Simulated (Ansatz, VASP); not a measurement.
# One calculation of Ru, two programs

```xyz
4
Lattice="2.9165 0.0000 0.0000 -1.4583 2.5258 0.0000 0.0000 0.0000 8.0175" Properties=species:S:1:pos:R:3 pbc="T T T"
Ru    0.0000    0.0000    0.0000
Ru    0.0000    0.0000    4.0088
Ru    0.0000    1.6839    0.0401
Ru    1.4583    0.8419    4.0488
```

Alike in both runs: task single point; functional PBE; k mesh 9 × 9 × 2; occupations gaussian, width 0.1 eV; no spin polarisation.

|  | VASP | Ansatz |
| --- | --- | --- |
| version | VASP 6.6.1 | Ansatz 0.2.0 |
| potentials or method | VASP PAW PBE potentials, release 64 (Ru_pv), cutoff 520 eV | scalar-relativistic, plane waves, PAW |
| valence electrons in the cell | 56 | 64 |

```csv
,VASP,Ansatz,Ansatz less VASP
gap on the k mesh at the Fermi level (eV),none,none,-
rms of the force components (eV/Å),2.866,3.038,+0.1718
```

Atom by atom the forces differ by 0.172 eV/Å (rms over components). A gap of «none» marks a metal or a gap that the smearing closes. With one functional, cell and mesh, what is left measures potentials, basis and numerics. VASP's potentials hold 56 valence electrons a cell and Ansatz's 64, so a difference there can come from the potentials and not from the codes.

The k mesh is coarse, so the values compare programs but aren't converged.
